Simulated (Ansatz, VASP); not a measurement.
# Two plane-wave programs on CuI

```
Cu I
1.0
     0.00000    3.07112    3.07112
     3.07112    0.00000    3.07112
     3.07112    3.07112    0.00000
Cu I
1 1
Direct
  0.25000 0.25000 0.25000
  0.00000 0.00000 0.00000
```

Alike in both runs: task single point; functional r2SCAN; k mesh 6 × 6 × 6; no spin polarisation.

|  | VASP | Ansatz |
| --- | --- | --- |
| version | VASP 6.6.1 | Ansatz 0.2.0 |
| potentials or method | VASP PAW PBE potentials, release 64 (Cu, I) | plane waves, PAW |
| plane-wave cutoff (eV) | 660 | 500 |
| occupations | gaussian, width 0.01 eV | fixed |
| valence electrons in the cell | 18 | 36 |

```tsv
	VASP	Ansatz	Ansatz less VASP
gap on the k mesh at the Fermi level (eV)	1.51	1.50	-0.003
pressure (GPa)	-2.2	-2.2	-0.02
```

VASP's potentials were made for PBE, not for r2SCAN. VASP's potentials hold 18 valence electrons a cell and Ansatz's 36, so a difference there can come from the potentials and not from the codes.

Spin-orbit coupling is off throughout.
